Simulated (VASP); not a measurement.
# Te: single point with PBE0

Crystal: Te.

```
Te
1.0
     4.53027    0.00000    0.00000
    -2.26514    3.92333    0.00000
     0.00000    0.00000    5.93743
Te
3
Direct
  0.26840 0.00000 0.33333
  0.00000 0.26840 0.66667
  0.73160 0.73160 0.00000
```

* Program: VASP 6.6.1
* Task: single point
* Functional: PBE0
* Potentials or basis: VASP PAW PBE potentials, release 64 (Te)
* Cutoff: 520 eV
* k mesh: 4 × 4 × 3
* Occupations: fermi-dirac, width 0.1 eV
* Spin: no spin polarisation

```yaml
Pressure: -2.2 GPa
Largest_force: 0.562 eV/Å
Band_gap_on_the_k_mesh: 1.89 eV (least direct gap 2.15 eV)
```

Forces in eV/Å, atoms in the order of the input:
```
Te  -0.562  0.000  0.000
Te   0.281 -0.486  0.000
Te   0.281  0.486  0.000
```

Stress tensor (GPa, compression positive):
```
-1.66  0.00  0.00
 0.00 -1.66  0.00
 0.00  0.00 -3.20
```

Levels at points of the mesh, in eV from the valence-band top:
```tsv
k point	band 5	band 6	band 7	band 8	band 9	band 10	band 11	band 12	band 13	band 14
(0.00, 0.00, 0.00)	-2.68	-2.68	-1.61	-1.61	-0.72	2.45	2.45	3.07	6.64	6.64
(0.50, 0.00, 0.00)	-4.43	-3.63	-3.48	-0.82	-0.64	2.25	2.34	4.57	5.32	9.01
```

Wall time 20 min on 1 thread of AMD EPYC 7R43 64-Core Processor (Zen 3), with other jobs on the host, peak memory 0.22 GiB.

Caveat: the PAW data sets were made with another functional, which shifts forces and pressure a little; spin-orbit coupling is left out, which moves the levels of the heavy elements. A k mesh can miss the band edges.
